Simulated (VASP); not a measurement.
# KF (Fm-3m) in VASP: phonons with PBE+D4

Aim: the phonons of KF with PBE+D4.

All numbers are computed with VASP 6.6.1; they aren't measurements. Logs are shortened: lines on timing, memory, paths and dates and some standing lists are left out, and cuts for length are marked.

### 1 The cell of the first run

It takes space group Fm-3m (No. 225, cubic). Conventional cell: a = 5.344 Å, b = 5.344 Å, c = 5.344 Å, α = 90.00°, β = 90.00°, γ = 90.00°. K (site symmetry m-3m) has 6 F at 2.67 Å within 3.5 Å. F (site symmetry m-3m) has 6 K at 2.67 Å within 3.5 Å.

### 2 Phonons, PBE+D4

INCAR reads:

```
SYSTEM = KF
PREC = Accurate
ENCUT = 600
EDIFF = 1E-8
ISMEAR = 0
SIGMA = 0.01
LREAL = .FALSE.
LASPH = .TRUE.
NELM = 120
ALGO = Normal
ISIF = 2
LWAVE = .FALSE.
LCHARG = .FALSE.
GGA = PE
IVDW = 13
NBANDS = 15
IBRION = 6
NFREE = 2
POTIM = 0.015
NSW = 1
GGA_COMPAT = .FALSE.
```

KPOINTS reads:

```
regular mesh
0
G
  3 3 3
  0 0 0
```

POSCAR reads:

```
KF
1.0
    0.0000000000      2.6718500000      2.6718500000
    2.6718500000      0.0000000000      2.6718500000
    2.6718500000      2.6718500000      0.0000000000
K F
1 1
Direct
    0.0000000000      0.0000000000      0.0000000000
    0.5000000000      0.5000000000      0.5000000000
```

Potentials or basis: VASP PAW PBE potentials, release 64 (K_sv, F).

Launch:

```sh
$ cat potpaw_PBE.64/K_sv/POTCAR potpaw_PBE.64/F/POTCAR > POTCAR
$ mpirun -np 1 vasp_std > vasp.out
```

OUTCAR:

```text
SYSTEM = KF
   PREC = Accurate
   ENCUT = 600
   EDIFF = 1E-8
   ISMEAR = 0
   LREAL = .FALSE.
   LASPH = .TRUE.
   NELM = 120
   ISIF = 2
   GGA = PE
   IVDW = 13
   IBRION = 6
   NFREE = 2
   POTIM = 0.015
   NSW = 1

 ion  position               nearest neighbor table
   1  0.000  0.000  0.000-   2 2.67   2 2.67   2 2.67   2 2.67   2 2.67   2 2.67
   2  0.500  0.500  0.500-   1 2.67   1 2.67   1 2.67   1 2.67   1 2.67   1 2.67

  LATTYP: Found a face centered cubic cell.
 ALAT       =     5.3437000000

  Lattice vectors:

 A1 = (   0.0000000000,   2.6718500000,   2.6718500000)
 A2 = (   2.6718500000,   0.0000000000,   2.6718500000)
 A3 = (   2.6718500000,   2.6718500000,   0.0000000000)

Analysis of symmetry for initial positions (statically):
=====================================================================
 Subroutine PRICEL returns:
 Original cell was already a primitive cell.

 Routine SETGRP: Setting up the symmetry group for a
 face centered cubic supercell.

 Subroutine GETGRP returns: Found 48 space group operations
 (whereof 48 operations were pure point group operations)
 out of a pool of 48 trial point group operations.

The static configuration has the point symmetry O_h .

Analysis of symmetry for dynamics (positions and initial velocities):
=====================================================================
 Subroutine PRICEL returns:
 Original cell was already a primitive cell.

 Routine SETGRP: Setting up the symmetry group for a
 face centered cubic supercell.

 Subroutine GETGRP returns: Found 48 space group operations
 (whereof 48 operations were pure point group operations)
 out of a pool of 48 trial point group operations.

The dynamic configuration has the point symmetry O_h .

 Subroutine INISYM returns: Found 48 space group operations
 (whereof 48 operations are pure point group operations),
 and found     1 'primitive' translations

----------------------------------------------------------------------------------------

                                     Primitive cell

  volume of cell :      38.1475

  direct lattice vectors                    reciprocal lattice vectors
     0.000000000  2.671850000  2.671850000    -0.187136254  0.187136254  0.187136254
     2.671850000  0.000000000  2.671850000     0.187136254 -0.187136254  0.187136254
     2.671850000  2.671850000  0.000000000     0.187136254  0.187136254 -0.187136254

  length of vectors
     3.778566507  3.778566507  3.778566507     0.324129500  0.324129500  0.324129500

  position of ions in fractional coordinates (direct lattice)
     0.000000000  0.000000000  0.000000000
     0.500000000  0.500000000  0.500000000

  ion indices of the primitive-cell ions
   primitive index   ion index
                 1           1
                 2           2

----------------------------------------------------------------------------------------

 KPOINTS: regular mesh

Automatic generation of k-mesh.
 Grid dimensions read from file:
 generate k-points for:    3    3    3

 Generating k-lattice:

  Cartesian coordinates                     Fractional coordinates (reciprocal lattice)
    -0.062378751  0.062378751  0.062378751     0.333333333  0.000000000  0.000000000
     0.062378751 -0.062378751  0.062378751     0.000000000  0.333333333  0.000000000
     0.062378751  0.062378751 -0.062378751     0.000000000  0.000000000  0.333333333

  Length of vectors
     0.108043167  0.108043167  0.108043167

  Shift w.r.t. Gamma in fractional coordinates (k-lattice)
     0.000000000  0.000000000  0.000000000

 Subroutine IBZKPT returns following result:
 ===========================================

 Found      4 irreducible k-points:

 Following reciprocal coordinates:
            Coordinates               Weight
  0.000000  0.000000  0.000000      1.000000
  0.333333  0.000000  0.000000      8.000000
  0.333333  0.333333  0.000000      6.000000
 -0.333333  0.333333  0.000000     12.000000
   k-points           NKPTS =      4   k-points in BZ     NKDIM =      4   number of bands    NBANDS=     15
   number of dos      NEDOS =    301   number of ions     NIONS =      2
   total plane-waves  NPLWV =  27000
   dimension x,y,z NGX =    30 NGY =   30 NGZ =   30
   dimension x,y,z NGXF=    60 NGYF=   60 NGZF=   60
   ions per type =               1   1
   NGX,Y,Z   is equivalent  to a cutoff of  13.20, 13.20, 13.20 a.u.
   NGXF,Y,Z  is equivalent  to a cutoff of  26.40, 26.40, 26.40 a.u.
 SYSTEM =  KF
   PREC   = accura    normal or accurate (medium, high low for compatibility)
   ISTART =      0    job   : 0-new  1-cont  2-samecut
   ICHARG =      2    charge: 1-file 2-atom 10-const
   ISPIN  =      1    spin polarized calculation?
   LNONCOLLINEAR =      F non collinear calculations
   LSORBIT =      F    spin-orbit coupling
   LASPH  =      T    aspherical Exc in radial PAW
   ENCUT  =  600.0 eV  44.10 Ry    6.64 a.u.   7.55  7.55  7.55*2*pi/ulx,y,z
   NELM   =    120;   NELMIN=  2; NELMDL= -5     # of ELM steps
   EDIFF  = 0.1E-07   stopping-criterion for ELM
   LREAL  =      F    real-space projection
   EDIFFG = 0.1E-06   stopping-criterion for IOM
   NSW    =     61    number of steps for IOM
   IBRION =      6    ionic relax: 0-MD 1-quasi-New 2-CG
   NFREE  =      2    steps in history (QN), initial steepest desc. (CG)
   ISIF   =      2    stress and relaxation
   ISYM   =      2    0-nonsym 1-usesym 2-fastsym
   POTIM  = 0.0150    time-step for ionic-motion
   TEBEG  =    0.0;   TEEND  =   0.0 temperature during run
   PSTRESS=    0.0 pullay stress
   NELECT =      16.0000    total number of electrons
   NUPDOWN=      -1.0000    fix difference up-down
   EMIN   =  10.00;   EMAX   =-10.00  energy-range for DOS
   EFERMI =   0.00;   METHOD = LEGACY
   ISMEAR =     0;   SIGMA  =   0.01  broadening in eV -4-tet -1-fermi 0-gaus
   EFERMI_NEDOS =   21; number of points for ismear=-14 and -15
   IALGO  =     38    algorithm
   IMIX   =      4    mixing-type and parameters
     AMIX     =   0.40;   BMIX     =  1.00
     AMIX_MAG =   1.60;   BMIX_MAG =  1.00
  volume/ion in A,a.u.               =      19.07       128.72
  Fermi-wavevector in a.u.,A,eV,Ry     =   1.225442  2.315750 20.431978  1.501708
  Thomas-Fermi vector in A             =   2.360480
   LORBIT       =      0    0 simple, 1 ext, 2 COOP (PROOUT), +10 PAW based schemes
   GGA     = PE    functional components
   LHFCALC =     F    Hartree Fock is set to
   AEXX    =    0.0000 exact exchange contribution
   IVDW    =    13    specifies the selected vdW correction
   LEPSILON=     F    determine dielectric tensor
   LRPA    =     F    only Hartree local field effects (RPA)
 finite differences with symmetry
 non-spin polarized calculation
 Gauss-broadening in eV      SIGMA  =   0.01
  energy-cutoff  :      600.00
  volume of cell :       38.15
 maximum number of plane-waves:      1276
 NGX is ok and might be reduce to    30
   NGX = 15   NGY = 15   NGZ = 15

--------------------------------------- Ionic step        1  -------------------------------------------

 number of electron      15.9999997 magnetization

 Free energy of the ion-electron system (eV)
  ---------------------------------------------------
  ext. energy  EPLUGINS =         0.00000000
  ---------------------------------------------------
  free energy    TOTEN  =        -8.29092780 eV

  energy without entropy =       -8.29092780  energy(sigma->0) =       -8.29092780

------------------------ aborting loop because EDIFF is reached ----------------------------------------

  DFT-D4 for vdW energy calculation

  Edisp (eV):   -0.14199

  FORCE on cell =-STRESS in cart. coord.  units (eV):
  Direction    XX          YY          ZZ          XY          YZ          ZX
  --------------------------------------------------------------------------------------
  -------------------------------------------------------------------------------------
  Total       0.18660     0.18660     0.18660    -0.00000     0.00000     0.00000
  in kB       7.83730     7.83730     7.83730    -0.00000     0.00000     0.00000
  external pressure =        7.84 kB  Pullay stress =        0.00 kB
[... 141 lines left out ...]
  energy  without entropy=       -8.4327390950  energy(sigma->0) =       -8.43273909

--------------------------------------- Ionic step        5  -------------------------------------------

 number of electron      15.9999999 magnetization

 Free energy of the ion-electron system (eV)
  ---------------------------------------------------
  ext. energy  EPLUGINS =         0.00000000
  ---------------------------------------------------
  free energy    TOTEN  =        -8.29074753 eV

  energy without entropy =       -8.29074753  energy(sigma->0) =       -8.29074753

 E-fermi :  -2.7209     XC(G=0):  -8.4029

 val. band max:       -2.8041525986   @ k =   0.0000   0.0000   0.0000
 cond. band min:       3.3616397798   @ k =   0.0000   0.0000   0.0000
 fundamental gap:      6.1657923784
 Fermi energy:        -2.7208772829

 k-point     1 :       0.0000    0.0000    0.0000
  band No.  band energies     occupation
      1     -28.9423      2.00000
      2     -21.4612      2.00000
      3     -12.1932      2.00000
      4     -12.1932      2.00000
      5     -12.1932      2.00000
      6      -2.8042      2.00000
      7      -2.8042      2.00000
      8      -2.8042      2.00000
      9       3.3616      0.00000
     10       7.8749      0.00000
     11       7.8752      0.00000
     12       7.8752      0.00000
     13       9.5466      0.00000
     14       9.5473      0.00000
     15      14.1357      0.00000
[... 121 lines left out ...]
  FREE ENERGIE OF THE ION-ELECTRON SYSTEM (eV)
  ---------------------------------------------------
  free  energy   TOTEN  =        -8.4327391033 eV

  energy  without entropy=       -8.4327391033  energy(sigma->0) =       -8.43273910

 INTERNAL STRAIN TENSORS FROM DISPLACED ATOMS
 ============================================

 INTERNAL STRAIN TENSOR FOR ION    1 for displacements in x,y,z  (eV/Angst):
          X           Y           Z          XY          YZ          ZX
  --------------------------------------------------------------------------------
  x     0.00000     0.00000     0.00000     0.00000     0.00000     0.00000
  y     0.00000     0.00000     0.00000     0.00000     0.00000     0.00000
  z     0.00000     0.00000     0.00000     0.00000     0.00000     0.00000

 INTERNAL STRAIN TENSOR FOR ION    2 for displacements in x,y,z  (eV/Angst):
          X           Y           Z          XY          YZ          ZX
  --------------------------------------------------------------------------------
  x     0.00000     0.00000     0.00000     0.00000     0.00000     0.00000
  y     0.00000     0.00000     0.00000     0.00000     0.00000     0.00000
  z     0.00000     0.00000     0.00000     0.00000     0.00000     0.00000

 Eigenvectors and eigenvalues of the dynamical matrix
 ----------------------------------------------------

   1 f  =    5.583451 THz    35.081855 2PiTHz  186.243865 cm-1    23.091286 meV
             X         Y         Z           dx          dy          dz
      0.000000  0.000000  0.000000     0.573302   -0.000000   -0.000000
      2.671850  2.671850  2.671850    -0.819344    0.000000    0.000000

   2 f  =    5.583451 THz    35.081855 2PiTHz  186.243865 cm-1    23.091286 meV
             X         Y         Z           dx          dy          dz
      0.000000  0.000000  0.000000     0.000000    0.000000   -0.573302
      2.671850  2.671850  2.671850     0.000000    0.000000    0.819344
[... 11 lines left out ...]
   5 f/i=    0.009903 THz     0.062219 2PiTHz    0.330312 cm-1     0.040953 meV
             X         Y         Z           dx          dy          dz
      0.000000  0.000000  0.000000     0.714156   -0.221260   -0.335187
      2.671850  2.671850  2.671850     0.499701   -0.154818   -0.234533

   6 f/i=    0.009903 THz     0.062219 2PiTHz    0.330312 cm-1     0.040953 meV
             X         Y         Z           dx          dy          dz
      0.000000  0.000000  0.000000     0.353826    0.023056    0.738648
      2.671850  2.671850  2.671850     0.247575    0.016133    0.516838

 ELASTIC MODULI CONTR FROM IONIC RELAXATION (kBar)
 Direction    XX          YY          ZZ          XY          YZ          ZX
 --------------------------------------------------------------------------------
 XX           0.0000      0.0000      0.0000      0.0000      0.0000      0.0000
 YY           0.0000      0.0000      0.0000      0.0000      0.0000      0.0000
 ZZ           0.0000      0.0000      0.0000      0.0000      0.0000      0.0000
 XY           0.0000      0.0000      0.0000      0.0000      0.0000      0.0000
 YZ           0.0000      0.0000      0.0000      0.0000      0.0000      0.0000
 ZX           0.0000      0.0000      0.0000      0.0000      0.0000      0.0000
 --------------------------------------------------------------------------------
```

It took 47 s on 1 thread of Intel Xeon 8259CL, shared host; peak memory 0.17 GiB.

Results:

| Item | Value |
| --- | --- |
| Highest phonon frequency at Γ, LO-TO splitting left out | 186 cm⁻¹ |
| Dispersion energy per atom | -0.071 eV |

Phonon frequencies in cm⁻¹ (negative: imaginary):
```tsv
q point	frequencies
(0.000, 0.000, 0.000)	0 0 0 186 186 186
```

Caveat: the k points lie up to 0.68 Å⁻¹ apart.
